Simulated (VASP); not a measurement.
Runs of VASP 6.6.1 on ZrBr5. The structure is that of space group F-43m (No. 216), or close to it. The cells are those of the table. The cell was built from a structure type or drawn by symmetry, and may not be a known phase.

```csv
task,cell,k mesh,cutoff (eV),gap on the mesh (eV),pressure (GPa),relaxed volume (Å³/atom),largest force (eV/Å)
single point,"a = 6.051 Å, angles 60.0°, 6 atoms",8 × 8 × 8,520,none,0.0,-,0.01
relaxation of cell and atoms,"relaxed from a = 6.328 Å, angles 60.0°, 6 atoms",8 × 8 × 8,600,none,0.1,(a),0.01
single point,"a = 6.328 Å, angles 60.0°, 6 atoms",4 × 4 × 4,520,none,-4.0,-,0.09
relaxation of cell and atoms,"relaxed from a = 6.051 Å, angles 60.0°, 6 atoms",8 × 8 × 8,600,none,0.0,26.11,-
```

Alike in all rows: level PBE; potentials or basis VASP PAW PBE potentials, release 64 (Zr_sv, Br); no spin polarisation; smearing gaussian 0.1 eV.

Task: Fill in the values left out.

Result: (a) 26.08.

Caveats: an odd number of electrons without spin polarisation forces a metal; a magnetic or distorted state may lie lower; the cell stands under tension (at least some runs).

A k mesh can miss the band edges, and the runs leave out spin-orbit coupling on Br, Zr.

A gap of «none» marks levels without a gap at the run's occupations.
